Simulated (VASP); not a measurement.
Input of a VASP 6.6.1 run:

INCAR

```
ALGO     = Normal         # electronic algorithm
EDIFF    = 1E-6           # SCF threshold, eV
ENCUT    = 520            # plane-wave cutoff, eV
GGA      = CA             # functional
ISIF     = 2              # what is computed and relaxed
ISMEAR   = -1             # smearing method
LASPH    = True           # aspherical terms in the spheres
LCHARG   = True           # write CHGCAR
LELF     = True           # ELF
LREAL    = False          # projectors in reciprocal space
LVHAR    = True         
LWAVE    = False          # write WAVECAR
NBANDS   = 29             # bands
NELM     = 60             # most SCF steps
PREC     = Accurate       # precision mode
SIGMA    = 0.05           # smearing width, eV
```

File KPOINTS:

```
k-points
0
Gamma
  11 11 11
```

File POSCAR:

```
TiPd3
1.0
    3.7420189353      0.0000000000      0.0000000000
    0.0000000000      3.7420189353      0.0000000000
    0.0000000000      0.0000000000      3.7420189353
Ti Pd
1 3
Direct
    0.0000000000      0.0000000000      0.0000000000
    0.0000000000      0.5000000000      0.5000000000
    0.5000000000      0.0000000000      0.5000000000
    0.5000000000      0.5000000000      0.0000000000
```

Potentials or basis: VASP PAW LDA potentials, release 64 (Ti_sv, Pd).

Run with:

```console
$ cat potpaw_LDA.64/Ti_sv/POTCAR potpaw_LDA.64/Pd/POTCAR > POTCAR
$ mpirun -np 1 vasp_std > vasp.out
```

(1) Predict the pressure.

(2) What does it give for the band gap on the k mesh?

Answers

(1) 20.0 GPa.

(2) zero (bands 21 and 22 overlap by 1.49 eV).

Caveat: the cell stands under pressure.
